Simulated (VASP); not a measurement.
## AlN: single point with LDA

The system is AlN.

```xyz
4
Lattice="2.9831 0.0000 0.0000 -1.4916 2.5835 0.0000 0.0000 0.0000 4.7732" Properties=species:S:1:pos:R:3 pbc="T T T"
Al    0.0000    1.7223    0.0000
Al    1.4916    0.8612    2.3866
N     0.0000    1.7223    1.8138
N     1.4916    0.8612    4.2004
```

- Program: VASP 6.6.1
- Task: single point
- Functional: LDA
- Potentials or basis: VASP PAW LDA potentials, release 64 (Al, N)
- Cutoff: 520 eV
- k mesh: 7 × 7 × 4
- Occupations: gaussian, width 0.01 eV
- Spin: no spin polarisation

```
Pressure               : 28.2 GPa
Largest force          : 0.231 eV/Å
Band gap on the k mesh : 5.20 eV, indirect (least direct gap 5.42 eV)
```

Forces in eV/Å, atoms in the order of the input:
```
Al   0.000  0.000 -0.231
Al   0.000  0.000 -0.231
N    0.000  0.000  0.231
N    0.000  0.000  0.231
```

Stress tensor (GPa, compression positive):
```
27.94  0.00  0.00
 0.00 27.94  0.00
 0.00  0.00 28.63
```

Levels at points of the mesh, in eV from the valence-band top:
| k point | band 5 | band 6 | band 7 | band 8 | band 9 | band 10 | band 11 | band 12 |
| --- | --- | --- | --- | --- | --- | --- | --- | --- |
| (0.00, 0.00, 0.00) | -0.89 | -0.21 | -0.21 | 0.00 | 5.42 | 7.69 | 11.54 | 11.89 |
| (0.00, 0.00, 0.50) | -0.56 | -0.56 | -0.56 | -0.56 | 7.56 | 7.56 | 11.23 | 11.23 |

Run time: 7.7 s on 1 thread of AMD EPYC 9R45 96-Core Processor (Zen 5) (shared host), peak memory 0.1 GiB.

A k mesh can miss the band edges. Expect the measured gap to be larger: semilocal functionals such as LDA lack the derivative discontinuity.
